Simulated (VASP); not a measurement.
# Cu (Fm-3m) in VASP: density of states with PBE

Aim: the density of states of Cu with PBE.

All numbers are computed with VASP 6.6.1; they aren't measurements. Logs are shortened: lines on timing, memory, paths and dates and some standing lists are left out, and cuts for length are marked.

**1. The cell of the first run**

The structure is cubic, space group Fm-3m (No. 225). The conventional cell has a = 3.496 Å, b = 3.496 Å, c = 3.496 Å, α = 90.00°, β = 90.00°, γ = 90.00°. Cu (site symmetry m-3m) has 12 Cu at 2.47 Å within 3.3 Å.

**2. Density of states, PBE**

Contents of POSCAR:

```
Cu
1.0
    0.0000000000      1.7479036268      1.7479036268
    1.7479036268      0.0000000000      1.7479036268
    1.7479036268      1.7479036268      0.0000000000
Cu
1
Direct
    0.0000000000      0.0000000000      0.0000000000
```

Contents of INCAR.step1:

```
SYSTEM = Cu
PREC = Accurate
ENCUT = 520
EDIFF = 1E-6
ISMEAR = 0
SIGMA = 0.1
LREAL = .False.
LASPH = .True.
NELM = 120
ALGO = Normal
ISIF = 2
LWAVE = .False.
LCHARG = .True.
LMAXMIX = 4
GGA = PE
NBANDS = 12
GGA_COMPAT = .False.
NEDOS = 2001
LORBIT = 11
```

Contents of KPOINTS.step1:

```
Automatic mesh
0
Gamma
  20 20 20
  0 0 0
```

Contents of INCAR.step2:

```
SYSTEM = Cu
PREC = Accurate
ENCUT = 520
EDIFF = 1E-6
ISMEAR = -5
SIGMA = 0.1
LREAL = .False.
LASPH = .True.
NELM = 120
ALGO = Normal
ISIF = 2
LWAVE = .False.
LCHARG = .False.
LMAXMIX = 4
GGA = PE
LORBIT = 10
NBANDS = 12
NEDOS = 1001
ICHARG = 11
GGA_COMPAT = .False.
```

Contents of KPOINTS.step2:

```
Automatic mesh
0
Gamma
  30 30 30
  0 0 0
```

Potentials or basis: VASP PAW PBE potentials, release 64 (Cu).

On the command line:

```bash
$ cat potpaw_PBE.64/Cu/POTCAR > POTCAR
$ cp INCAR.step1 INCAR
$ cp KPOINTS.step1 KPOINTS
$ mpirun -np 1 vasp_std > vasp.out
$ cp INCAR.step2 INCAR
$ cp KPOINTS.step2 KPOINTS
$ mpirun -np 1 vasp_std > vasp.out
```

OUTCAR:

```text
SYSTEM = Cu
   PREC = Accurate
   ENCUT = 520
   EDIFF = 1E-6
   ISMEAR = -5
   LREAL = .False.
   LASPH = .True.
   NELM = 120
   ISIF = 2
   GGA = PE
   LORBIT = 10
   ICHARG = 11

 ion  position               nearest neighbor table
   1  0.000  0.000  0.000-

  LATTYP: Found a face centered cubic cell.
 ALAT       =     3.4958072536

  Lattice vectors:

 A1 = (   0.0000000000,   1.7479036268,   1.7479036268)
 A2 = (   1.7479036268,   0.0000000000,   1.7479036268)
 A3 = (   1.7479036268,   1.7479036268,   0.0000000000)

Analysis of symmetry for initial positions (statically):
=====================================================================
 Subroutine PRICEL returns:
 Original cell was already a primitive cell.

 Routine SETGRP: Setting up the symmetry group for a
 face centered cubic supercell.

 Subroutine GETGRP returns: Found 48 space group operations
 (whereof 48 operations were pure point group operations)
 out of a pool of 48 trial point group operations.

The static configuration has the point symmetry O_h .

Analysis of symmetry for dynamics (positions and initial velocities):
=====================================================================
 Subroutine PRICEL returns:
 Original cell was already a primitive cell.

 Routine SETGRP: Setting up the symmetry group for a
 face centered cubic supercell.

 Subroutine GETGRP returns: Found 48 space group operations
 (whereof 48 operations were pure point group operations)
 out of a pool of 48 trial point group operations.

The dynamic configuration has the point symmetry O_h .

 Subroutine INISYM returns: Found 48 space group operations
 (whereof 48 operations are pure point group operations),
 and found     1 'primitive' translations

----------------------------------------------------------------------------------------

                                     Primitive cell

  volume of cell :      10.6803

  direct lattice vectors                    reciprocal lattice vectors
     0.000000000  1.747903627  1.747903627    -0.286056961  0.286056961  0.286056961
     1.747903627  0.000000000  1.747903627     0.286056961 -0.286056961  0.286056961
     1.747903627  1.747903627  0.000000000     0.286056961  0.286056961 -0.286056961

  length of vectors
     2.471909015  2.471909015  2.471909015     0.495465191  0.495465191  0.495465191

  position of ions in fractional coordinates (direct lattice)
     0.000000000  0.000000000  0.000000000

  ion indices of the primitive-cell ions
   primitive index   ion index
                 1           1

----------------------------------------------------------------------------------------

 KPOINTS: Automatic mesh

Automatic generation of k-mesh.
 Grid dimensions read from file:
 generate k-points for:   30   30   30

 Generating k-lattice:

  Cartesian coordinates                     Fractional coordinates (reciprocal lattice)
    -0.009535232  0.009535232  0.009535232     0.033333333  0.000000000  0.000000000
     0.009535232 -0.009535232  0.009535232     0.000000000  0.033333333  0.000000000
     0.009535232  0.009535232 -0.009535232     0.000000000  0.000000000  0.033333333

  Length of vectors
     0.016515506  0.016515506  0.016515506

  Shift w.r.t. Gamma in fractional coordinates (k-lattice)
     0.000000000  0.000000000  0.000000000

 TETIRR: Found   3593 inequivalent tetrahedra from   162000

 Subroutine IBZKPT returns following result:
 ===========================================

 Found    752 irreducible k-points:

 Following reciprocal coordinates:
            Coordinates               Weight
  0.000000  0.000000  0.000000      1.000000
  0.033333  0.000000  0.000000      8.000000
  0.066667  0.000000  0.000000      8.000000
  0.100000  0.000000  0.000000      8.000000
  0.133333  0.000000  0.000000      8.000000
  0.166667  0.000000  0.000000      8.000000
[... 16 lines left out ...]
  0.233333  0.033333  0.000000     24.000000
  0.266667  0.033333  0.000000     24.000000
 [... further k-points ...]
   k-points           NKPTS =    752   k-points in BZ     NKDIM =    752   number of bands    NBANDS=     12
   number of dos      NEDOS =   1001   number of ions     NIONS =      1
   total plane-waves  NPLWV =   5832
   dimension x,y,z NGX =    18 NGY =   18 NGZ =   18
   dimension x,y,z NGXF=    36 NGYF=   36 NGZF=   36
   ions per type =               1
   NGX,Y,Z   is equivalent  to a cutoff of  12.11, 12.11, 12.11 a.u.
   NGXF,Y,Z  is equivalent  to a cutoff of  24.21, 24.21, 24.21 a.u.
 SYSTEM =  Cu
   PREC   = accura    normal or accurate (medium, high low for compatibility)
   ISTART =      0    job   : 0-new  1-cont  2-samecut
   ICHARG =     11    charge: 1-file 2-atom 10-const
   ISPIN  =      1    spin polarized calculation?
   LNONCOLLINEAR =      F non collinear calculations
   LSORBIT =      F    spin-orbit coupling
   LASPH  =      T    aspherical Exc in radial PAW
   ENCUT  =  520.0 eV  38.22 Ry    6.18 a.u.   4.60  4.60  4.60*2*pi/ulx,y,z
   NELM   =    120;   NELMIN=  2; NELMDL=  0     # of ELM steps
   EDIFF  = 0.1E-05   stopping-criterion for ELM
   LREAL  =      F    real-space projection
   EDIFFG = 0.1E-04   stopping-criterion for IOM
   NSW    =      0    number of steps for IOM
   IBRION =     -1    ionic relax: 0-MD 1-quasi-New 2-CG
   NFREE  =      0    steps in history (QN), initial steepest desc. (CG)
   ISIF   =      2    stress and relaxation
   ISYM   =      2    0-nonsym 1-usesym 2-fastsym
   POTIM  = 0.5000    time-step for ionic-motion
   TEBEG  =    0.0;   TEEND  =   0.0 temperature during run
   PSTRESS=    0.0 pullay stress
   NELECT =      11.0000    total number of electrons
   NUPDOWN=      -1.0000    fix difference up-down
   EMIN   =  10.00;   EMAX   =-10.00  energy-range for DOS
   EFERMI =   0.00;   METHOD = LEGACY
   ISMEAR =    -5;   SIGMA  =   0.10  broadening in eV -4-tet -1-fermi 0-gaus
   EFERMI_NEDOS =   21; number of points for ismear=-14 and -15
   IALGO  =     38    algorithm
   IMIX   =      4    mixing-type and parameters
     AMIX     =   0.40;   BMIX     =  1.00
     AMIX_MAG =   1.60;   BMIX_MAG =  1.00
  volume/ion in A,a.u.               =      10.68        72.07
  Fermi-wavevector in a.u.,A,eV,Ry     =   1.653274  3.124235 37.189020  2.733316
  Thomas-Fermi vector in A             =   2.741741
   LORBIT       =     10    0 simple, 1 ext, 2 COOP (PROOUT), +10 PAW based schemes
   GGA     = PE    functional components
   LHFCALC =     F    Hartree Fock is set to
   AEXX    =    0.0000 exact exchange contribution
   IVDW    =     0    specifies the selected vdW correction
   LEPSILON=     F    determine dielectric tensor
   LRPA    =     F    only Hartree local field effects (RPA)
 non-spin polarized calculation
 Fermi weights with tetrahedron method with Bloechl corrections
  energy-cutoff  :      520.00
  volume of cell :       10.68
 maximum number of plane-waves:       302

 number of electron      10.9999991 magnetization

 Free energy of the ion-electron system (eV)
  ---------------------------------------------------
  ext. energy  EPLUGINS =         0.00000000
  ---------------------------------------------------
  free energy    TOTEN  =        -3.64792522 eV

  energy without entropy =       -3.64792522  energy(sigma->0) =       -3.64792522

 E-fermi :   8.9514     XC(G=0): -13.3206

 val. band max:        8.9221239914   @ k =  -0.4000   0.1333   0.0333
 cond. band min:       8.9637396266   @ k =   0.5000   0.2667   0.1000
 fundamental gap:      0.0416156352
 Fermi energy:         8.9514406868

 k-point     1 :       0.0000    0.0000    0.0000
  band No.  band energies     occupation
      1      -1.2441      2.00000
      2       5.5467      2.00000
      3       5.5467      2.00000
      4       5.5467      2.00000
      5       6.5079      2.00000
      6       6.5079      2.00000
      7      32.2934      0.00000
      8      35.7375      0.00000
      9      35.7375      0.00000
     10      35.7375      0.00000
     11      38.3594      0.00000
     12      38.3594      0.00000

 k-point     2 :       0.0333    0.0000    0.0000
  band No.  band energies     occupation
      1      -1.2005      2.00000
      2       5.5363      2.00000
      3       5.5558      2.00000
      4       5.5558      2.00000
      5       6.5040      2.00000
      6       6.5040      2.00000
      7      32.1399      0.00000
      8      34.9387      0.00000
      9      35.5901      0.00000
     10      35.5901      0.00000
     11      38.5639      0.00000
     12      38.5646      0.00000

 k-point     3 :       0.0667    0.0000    0.0000
  band No.  band energies     occupation
      1      -1.0701      2.00000
      2       5.5059      2.00000
      3       5.5820      2.00000
      4       5.5820      2.00000
      5       6.4936      2.00000
      6       6.4936      2.00000
      7      31.4696      0.00000
      8      33.8779      0.00000
      9      35.2448      0.00000
     10      35.2448      0.00000
     11      39.0728      0.00000
     12      39.0728      0.00000
[... 286 lines left out ...]
 k-point    23 :       0.2333    0.0333    0.0000
  band No.  band energies     occupation
      1       0.6212      2.00000
      2       5.2356      2.00000
      3       5.7407      2.00000
      4       5.7489      2.00000
      5       6.4759      2.00000
      6       6.6093      2.00000
      7      23.6838      0.00000
      8      32.0942      0.00000
      9      32.4013      0.00000
     10      35.0959      0.00000
     11      38.1067      0.00000
     12      40.6655      0.00000

 k-point    24 :       0.2667    0.0333    0.0000
  band No.  band energies     occupation
      1       1.1446      2.00000
      2       5.2219      2.00000
      3       5.7211      2.00000
      4       5.7370      2.00000
      5       6.5603      2.00000
      6       6.6865      2.00000
      7      21.9702      0.00000
      8      31.8280      0.00000
      9      32.1382      0.00000
     10      34.7581      0.00000
     11      37.6054      0.00000
     12      39.9182      0.00000

 [... further k-points ...]
[... 5 lines left out ...]
  --------------------------------------------------------------------------------------
  -------------------------------------------------------------------------------------
  Total        1.3403720      1.3403720      1.3403720     -0.0000000     -0.0000000      0.0000000
  in kB      201.0728703    201.0728703    201.0728703     -0.0000000     -0.0000000      0.0000000
  external PRESSURE =     201.0728703 kB  Pullay stress =       0.0000000 kB

 VOLUME and BASIS-vectors are now :
 -----------------------------------------------------------------------------
  energy-cutoff  :      520.00
  volume of cell :       10.68
      direct lattice vectors                 reciprocal lattice vectors
     0.000000000  1.747903627  1.747903627    -0.286056961  0.286056961  0.286056961
     1.747903627  0.000000000  1.747903627     0.286056961 -0.286056961  0.286056961
     1.747903627  1.747903627  0.000000000     0.286056961  0.286056961 -0.286056961

 POSITION                                       TOTAL-FORCE (eV/Angst)
 -----------------------------------------------------------------------------------
      0.00000      0.00000      0.00000         0.000000      0.000000      0.000000
 -----------------------------------------------------------------------------------
    total drift:                                0.000000      0.000000     -0.000000

  FREE ENERGIE OF THE ION-ELECTRON SYSTEM (eV)
  ---------------------------------------------------
  free  energy   TOTEN  =        -3.6479252207 eV

  energy  without entropy=       -3.6479252207  energy(sigma->0) =       -3.64792522

 total charge

# of ion       s       p       d       tot
------------------------------------------
    1        0.483   0.460   9.186  10.129
```

Run time: 2.3 min. Hardware: 1 thread of Intel Xeon 8259CL, shared host; peak memory 0.2 GiB.

What came out:

```yaml
Valence_electrons_inside_the_program's_atomic_spheres: Cu 10.13
```

Levels at points of the mesh, in eV from the Fermi level:
```tsv
k point	band 3	band 4	band 5	band 6	band 7	band 8	band 9	band 10
(0.00, 0.00, 0.00)	-3.40	-3.40	-2.44	-2.44	23.34	26.79	26.79	26.79
(0.50, 0.00, 0.00)	-3.45	-1.78	-1.78	-1.36	4.24	21.79	23.63	23.63
(0.50, 0.50, 0.00)	-1.80	-1.61	-1.61	1.37	7.80	13.84	13.84	18.60
```

Caveat: tetrahedron occupations give inexact forces and stress in metals.
